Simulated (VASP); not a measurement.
## BeBi2Se6: single point with PBE

The system is BeBi2Se6.

```xyz
9
Lattice="7.2742 0.0000 0.0000 -3.6371 6.2997 0.0000 0.0000 0.0000 4.6632" Properties=species:S:1:pos:R:3 pbc="T T T"
Be    0.0000    0.0000    2.3316
Bi    0.0000    4.1998    2.9848
Bi    3.6371    2.0999    1.6784
Se    3.6371    4.2152    3.5512
Se    1.8052    1.0422    3.5512
Se    5.4690    1.0422    3.5512
Se    0.0000    2.0845    1.1119
Se    1.8319    5.2574    1.1119
Se   -1.8319    5.2574    1.1119
```

```yaml
Program: VASP 6.6.1
Task: single point
Functional: PBE
Potentials_or_basis: VASP PAW PBE potentials, release 64 (Be, Bi_d, Se)
Cutoff: 520 eV
k_mesh: 6 × 6 × 8
Occupations: gaussian, width 0.1 eV
Spin: no spin polarisation
Dipole_correction: no
Further_INCAR_settings: ALGO = Normal; EDIFF = 1e-06; NBANDS = 44
```

```
Pressure               : 0.0 GPa
Largest force          : 0.018 eV/Å
Band gap on the k mesh : zero (bands 34 and 35 overlap by 1.08 eV)
```

Forces on the atoms (eV/Å):
```
Be   0.000  0.000  0.000
Bi   0.000  0.000  0.018
Bi   0.000  0.000 -0.018
Se   0.000  0.002  0.006
Se  -0.001 -0.001  0.006
Se   0.001 -0.001  0.006
Se   0.000 -0.002 -0.006
Se   0.001  0.001 -0.006
Se  -0.001  0.001 -0.006
```

Levels at points of the mesh, in eV from the Fermi level:
| k point | band 32 | band 33 | band 34 | band 35 | band 36 | band 37 |
| --- | --- | --- | --- | --- | --- | --- |
| (0.00, 0.00, 0.00) | -1.33 | -1.33 | -0.63 | -0.63 | 0.67 | 1.09 |
| (0.50, 0.00, 0.00) | -1.08 | -0.96 | -0.75 | -0.01 | 0.36 | 0.73 |
| (0.00, 0.00, 0.50) | -0.71 | 0.10 | 0.10 | 0.28 | 0.28 | 1.34 |
| (0.50, 0.00, 0.50) | -0.96 | 0.25 | 0.41 | 0.44 | 0.45 | 1.28 |

Wall time 4.6 min on 1 thread of AMD EPYC 9R45 96-Core Processor (Zen 5), with other jobs on the host, peak memory 0.51 GiB.

Caveat: spin-orbit coupling is left out, which moves the levels of the heavy elements.
